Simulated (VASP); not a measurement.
Set up this calculation in VASP 6.6.1, as the native input.

* Task: single point
* Functional: PBE
* Potentials or basis: VASP PAW PBE potentials, release 64 (Nb_sv)
* Cutoff: 520 eV
* k mesh: 19 × 19 × 19
* Occupations: fermi-dirac, width 0.1 eV
* Spin: no spin polarisation
* Dipole correction: no
* Further INCAR settings: ALGO = Normal; EDIFF = 1e-06; NBANDS = 12

The structure of Nb lies in POSCAR:

```
Nb
1.0
    0.0000000000      2.0543381890      2.0543381890
    2.0543381890      0.0000000000      2.0543381890
    2.0543381890      2.0543381890      0.0000000000
Nb
1
Direct
    0.0000000000      0.0000000000      0.0000000000
```

This isn't the form of Nb at room conditions, which is bcc.

These files were run (other wordings do the same):

INCAR

```
SYSTEM = Nb
  PREC = Accurate
  ENCUT = 520
  EDIFF = 1E-6
  ISMEAR = -1
  SIGMA = 0.1
  LREAL = .FALSE.
  LASPH = .TRUE.
  NELM = 80
  ALGO = Normal
  ISIF = 2
  LWAVE = .FALSE.
  LCHARG = .TRUE.
  GGA = PE
  LELF = .TRUE.
  LVHAR = .TRUE.
  NBANDS = 12
```

KPOINTS

```
Automatic mesh
0
G
  19 19 19
  0 0 0
```

Potentials or basis: VASP PAW PBE potentials, release 64 (Nb_sv).

The run is started by

```bash
$ cat potpaw_PBE.64/Nb_sv/POTCAR > POTCAR
$ mpirun -np 1 vasp_std > vasp.out
```

It gave:

* Pressure: 14.6 GPa
* Band gap on the k mesh: zero (an odd number of electrons rules out a gap without spin polarisation)

Caveat: the cell stands under pressure.

Run time: 56 s on 1 thread of Intel Xeon 8259CL, with other jobs on the host, peak memory 0.17 GiB.
